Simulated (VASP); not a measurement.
Wanted: the native input for a VASP 6.6.1 run.

- Task: single point
- Functional: PBE
- Potentials or basis: VASP PAW PBE potentials, release 64 (Re)
- Cutoff: 520 eV
- k mesh: 18 × 18 × 18
- Occupations: gaussian, width 0.1 eV
- Spin: no spin polarisation
- Dipole correction: no
- Further INCAR settings: ALGO = Normal; EDIFF = 1e-07; NBANDS = 10

The structure of Re lies in POSCAR:

```
Re
1.0
   -1.5567069306      1.5567069306      1.5567069306
    1.5567069306     -1.5567069306      1.5567069306
    1.5567069306      1.5567069306     -1.5567069306
Re
1
Direct
    0.0000000000      0.0000000000      0.0000000000
```

This isn't the form of Re at room conditions, which is hcp.

These files were run (other wordings do the same):

INCAR

```
PREC     = Accurate       # precision mode
ENCUT    = 520            # plane-wave cutoff, eV
EDIFF    = 1E-7           # SCF threshold, eV
ISMEAR   = 0              # smearing method
SIGMA    = 0.1            # smearing width, eV
LREAL    = False          # projectors in reciprocal space
LASPH    = True           # aspherical terms in the spheres
NELM     = 100            # most SCF steps
ALGO     = Normal         # electronic algorithm
ISIF     = 2              # what is computed and relaxed
LWAVE    = False          # write WAVECAR
LCHARG   = False          # write CHGCAR
GGA      = PE             # functional
NBANDS   = 10             # bands
```

KPOINTS

```
regular mesh
0
Gamma
  18 18 18
```

Potentials or basis: VASP PAW PBE potentials, release 64 (Re).

Command:

```console
$ cat potpaw_PBE.64/Re/POTCAR > POTCAR
$ mpirun -np 1 vasp_std > vasp.out
```

Results of the run:

The pressure is -0.5 GPa. The band gap on the k mesh is zero (an odd number of electrons rules out a gap without spin polarisation).

Caveat: spin-orbit coupling is left out, which moves the levels of the heavy elements.

Wall time 15 s on 1 thread of AMD EPYC 9R45 96-Core Processor (Zen 5), with other jobs on the host, peak memory 0.12 GiB.
